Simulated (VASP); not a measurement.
# Pb8O in VASP: relaxation of the atoms with PBE

Aim: the relaxation of the atoms of Pb8O with PBE.

Everything below comes from runs of VASP 6.6.1. Logs are shortened: lines on timing, memory, paths and dates and some standing lists are left out, and cuts for length are marked.

### 1 The cell of the first run

The cell holds a slab with vacuum, 9 atoms: a = 7.130 Å, b = 7.130 Å, c = 18.123 Å, α = 90.00°, β = 90.00°, γ = 120.00°.

### 2 Relaxation of the atoms, PBE

File INCAR:

```
SYSTEM = Pb8O
  PREC = Accurate
  ENCUT = 520
  EDIFF = 1E-7
  ISMEAR = 0
  SIGMA = 0.1
  LREAL = .FALSE.
  LASPH = .TRUE.
  NELM = 120
  ALGO = Normal
  ISIF = 2
  LWAVE = .FALSE.
  LCHARG = .FALSE.
  LDIPOL = .TRUE.
  IDIPOL = 3
  DIPOL = 0.5 0.5 0.304
  GGA = PE
  IBRION = 2
  NSW = 36
  EDIFFG = -0.025
  GGA_COMPAT = .FALSE.
  NELMIN = 4
  NELMDL = -8
  KPAR = 4
```

File KPOINTS:

```
regular mesh
0
G
  6 6 1
  0 0 0
```

File POSCAR:

```
Pb8O
1.0
    7.1295023335      0.0000000000      0.0000000000
   -3.5647511668      6.1743301372      0.0000000000
    0.0000000000      0.0000000000     18.1234889141
Pb O
8 1
Selective dynamics
Direct
    0.3333333333      0.1666666667      0.2207080557  F F F
    0.3333333333      0.6666666667      0.2207080557  F F F
    0.8333333333      0.1666666667      0.2207080557  F F F
    0.8333333333      0.6666666667      0.2207080557  F F F
    0.1666666667      0.3333333333      0.3654643400  F F F
    0.1666666667      0.8333333333      0.3654643400  F F F
    0.6666666667      0.3333333333      0.3654643400  F F F
    0.6666666667      0.8333333333      0.3654643400  F F F
    0.5000000000      0.5000000000      0.3868340495  F F T
```

Potentials or basis: VASP PAW PBE potentials, release 64 (Pb_d, O).

Started as:

```bash
$ cat potpaw_PBE.64/Pb_d/POTCAR potpaw_PBE.64/O/POTCAR > POTCAR
$ mpirun -np 4 vasp_std > vasp.out
```

OUTCAR:

```text
SYSTEM = Pb8O
   PREC = Accurate
   ENCUT = 520
   EDIFF = 1E-7
   ISMEAR = 0
   LREAL = .FALSE.
   LASPH = .TRUE.
   NELM = 120
   ISIF = 2
   GGA = PE
   IBRION = 2
   NSW = 36
   EDIFFG = -0.025
   NELMIN = 4
   NELMDL = -8

 ion  position               nearest neighbor table
   1  0.333  0.167  0.221-   5 3.33   7 3.33   6 3.33   3 3.56   3 3.56   4 3.56   4 3.56   2 3.56
                             2 3.56
   2  0.333  0.667  0.221-   6 3.33   8 3.33   5 3.33   4 3.56   4 3.56   3 3.56   3 3.56   1 3.56
                             1 3.56
   3  0.833  0.167  0.221-   7 3.33   5 3.33   8 3.33   1 3.56   1 3.56   2 3.56   2 3.56   4 3.56
                             4 3.56
   4  0.833  0.667  0.221-   8 3.33   6 3.33   7 3.33   2 3.56   2 3.56   1 3.56   1 3.56   3 3.56
                             3 3.56
   5  0.167  0.333  0.365-   9 2.09   1 3.33   3 3.33   2 3.33   7 3.56   7 3.56   8 3.56   8 3.56
                             6 3.56   6 3.56
   6  0.167  0.833  0.365-   2 3.33   4 3.33   1 3.33   8 3.56   8 3.56   7 3.56   7 3.56   5 3.56
                             5 3.56
   7  0.667  0.333  0.365-   9 2.09   3 3.33   1 3.33   4 3.33   5 3.56   5 3.56   6 3.56   6 3.56
                             8 3.56   8 3.56
   8  0.667  0.833  0.365-   9 2.09   4 3.33   2 3.33   3 3.33   6 3.56   6 3.56   5 3.56   5 3.56
                             7 3.56   7 3.56
   9  0.500  0.500  0.387-   5 2.09   8 2.09   7 2.09

  LATTYP: Found a hexagonal cell.
 ALAT       =     7.1295023335
 C/A-ratio  =     2.5420412346

  Lattice vectors:

 A1 = (   7.1295023335,   0.0000000000,   0.0000000000)
 A2 = (  -3.5647511668,   6.1743301372,   0.0000000000)
 A3 = (   0.0000000000,   0.0000000000,  18.1234889141)

Analysis of symmetry for initial positions (statically):
=====================================================================
 Subroutine PRICEL returns:
 Original cell was already a primitive cell.

 Routine SETGRP: Setting up the symmetry group for a
 hexagonal supercell.

 Subroutine GETGRP returns: Found  6 space group operations
 (whereof  2 operations were pure point group operations)
 out of a pool of 24 trial point group operations.

The static configuration has the point symmetry C_1h.
 The point group associated with its full space group is C_3v.

[... 170 lines left out ...]
  ext. energy  EPLUGINS =         0.00000000
  ---------------------------------------------------
  free energy    TOTEN  =       -32.82722996 eV

  energy without entropy =      -32.78008069  energy(sigma->0) =      -32.80365533

------------------------ aborting loop because EDIFF is reached ----------------------------------------

  FORCE on cell =-STRESS in cart. coord.  units (eV):
  Direction    XX          YY          ZZ          XY          YZ          ZX
  --------------------------------------------------------------------------------------
  -------------------------------------------------------------------------------------
  Total        5.8460490      5.8460490      5.3792987     -0.0000000      0.0000000      0.0000000
  in kB       11.7403803     11.7403803     10.8030249     -0.0000000      0.0000000      0.0000000
  external PRESSURE =      11.4279285 kB  Pullay stress =       0.0000000 kB
[... 32 lines left out ...]
 number of electron     118.0000031 magnetization

------------------------ aborting loop because EDIFF is reached ----------------------------------------

 vacuum level on the upper side and lower side of the slab       (xc-potential included)        -0.096        -0.017

  FORCE on cell =-STRESS in cart. coord.  units (eV):
  Direction    XX          YY          ZZ          XY          YZ          ZX
  --------------------------------------------------------------------------------------
  -------------------------------------------------------------------------------------
  Total        5.0702558      5.0702558      5.4211898     -0.0000000      0.0000000      0.0000000
  in kB       10.1823867     10.1823867     10.8871530     -0.0000000      0.0000000      0.0000000
  external PRESSURE =      10.4173088 kB  Pullay stress =       0.0000000 kB
[... 67 lines left out ...]
  FREE ENERGIE OF THE ION-ELECTRON SYSTEM (eV)
  ---------------------------------------------------
  free  energy   TOTEN  =       -33.2210834561 eV

  energy  without entropy=      -33.1718147885  energy(sigma->0) =      -33.19644912

 dipolmoment           0.000000      0.000000     -0.021054 electrons x Angstroem

--------------------------------------- Ionic step        4  -------------------------------------------

 number of electron     118.0000031 magnetization

------------------------ aborting loop because EDIFF is reached ----------------------------------------
[... 81 lines left out ...]
--------------------------------------- Ionic step        6  -------------------------------------------

 number of electron     118.0000032 magnetization

 dipolmoment           0.000000      0.000000      0.088050 electrons x Angstroem

 Free energy of the ion-electron system (eV)
  ---------------------------------------------------
  ext. energy  EPLUGINS =         0.00000000
  ---------------------------------------------------
  free energy    TOTEN  =       -33.36497654 eV

  energy without entropy =      -33.31535727  energy(sigma->0) =      -33.34016691

 E-fermi :  -0.5157     XC(G=0):  -3.9458

 val. band max:       -0.5428422156   @ k =   0.1667   0.0000   0.0000
 cond. band min:      -0.5056207266   @ k =   0.3333  -0.0000   0.0000
 fundamental gap:      0.0372214889
 Fermi energy:        -0.5156643986

 k-point     1 :       0.0000    0.0000    0.0000
  band No.  band energies     occupation
      1     -19.3575      2.00000
      2     -17.6919      2.00000
      3     -17.6919      2.00000
      4     -17.6701      2.00000
      5     -17.6563      2.00000
      6     -17.6563      2.00000
[... 500 lines left out ...]
     69       2.3944      0.00000
     70       2.4711      0.00000

------------------------ aborting loop because EDIFF is reached ----------------------------------------

 vacuum level on the upper side and lower side of the slab       (xc-potential included)         0.169        -0.198

  FORCE on cell =-STRESS in cart. coord.  units (eV):
  Direction    XX          YY          ZZ          XY          YZ          ZX
  --------------------------------------------------------------------------------------
  -------------------------------------------------------------------------------------
  Total       -0.0308160     -0.0308160      4.2964969      0.0000000      0.0000000      0.0000000
  in kB       -0.0618865     -0.0618865      8.6284784      0.0000000      0.0000000      0.0000000
  external PRESSURE =       2.8349018 kB  Pullay stress =       0.0000000 kB
[... 24 lines left out ...]
  FREE ENERGIE OF THE ION-ELECTRON SYSTEM (eV)
  ---------------------------------------------------
  free  energy   TOTEN  =       -33.3649765399 eV

  energy  without entropy=      -33.3153572732  energy(sigma->0) =      -33.34016691

 reached required accuracy - stopping structural energy minimisation

 vacuum level on the upper side and lower side of the slab         3.684         3.293
```

Wall time 17 min (4 MPI ranks of AMD EPYC 9R45 (Zen 5), shared host); peak memory 1.1 GiB.

Results:

| Property | Result |
| --- | --- |
| Free energy | -33.3650 eV |
| Energy gained by relaxing | 59.7 meV/atom |
| Ionic steps | 6 |
| Band gap on the k mesh | zero (bands 59 and 60 overlap by 0.21 eV) |

The path:
| step | energy change (eV) | largest force on free atoms (eV/Å) | pressure (GPa) |
| --- | --- | --- | --- |
| 1 | 0.0000 | 1.5082 | 1.14 |
| 2 | -0.1092 | 1.4836 | 1.04 |
| 3 | -0.3939 | 1.0389 | 0.70 |
| 4 | -0.4701 | 0.7736 | 0.04 |
| 5 | -0.5374 | 0.0552 | 0.30 |
| 6 | -0.5377 | 0.0001 | 0.28 |

Final structure:
```cif
data_structure
_symmetry_space_group_name_H-M 'P 1'
_symmetry_Int_Tables_number 1
_cell_length_a 7.1295
_cell_length_b 7.1295
_cell_length_c 18.1235
_cell_angle_alpha 90.000
_cell_angle_beta 90.000
_cell_angle_gamma 120.000
_cell_volume 797.79
loop_
_atom_site_label
_atom_site_type_symbol
_atom_site_fract_x
_atom_site_fract_y
_atom_site_fract_z
_atom_site_occupancy
Pb1 Pb 0.33333 0.16667 0.22071 1
Pb2 Pb 0.33333 0.66667 0.22071 1
Pb3 Pb 0.83333 0.16667 0.22071 1
Pb4 Pb 0.83333 0.66667 0.22071 1
Pb5 Pb 0.16667 0.33333 0.36546 1
Pb6 Pb 0.16667 0.83333 0.36546 1
Pb7 Pb 0.66667 0.33333 0.36546 1
Pb8 Pb 0.66667 0.83333 0.36546 1
O1 O 0.50000 0.50000 0.41739 1
```

Levels at points of the mesh, in eV from the Fermi level:
| k point | band 57 | band 58 | band 59 | band 60 | band 61 | band 62 |
| --- | --- | --- | --- | --- | --- | --- |
| (0.00, 0.00, 0.00) | -1.94 | -1.94 | -0.25 | 1.42 | 1.59 | 1.59 |
| (0.50, 0.00, 0.00) | -1.03 | -0.38 | -0.23 | -0.17 | 0.08 | 0.54 |

Caveat: spin-orbit coupling is left out, which moves the levels of the heavy elements.
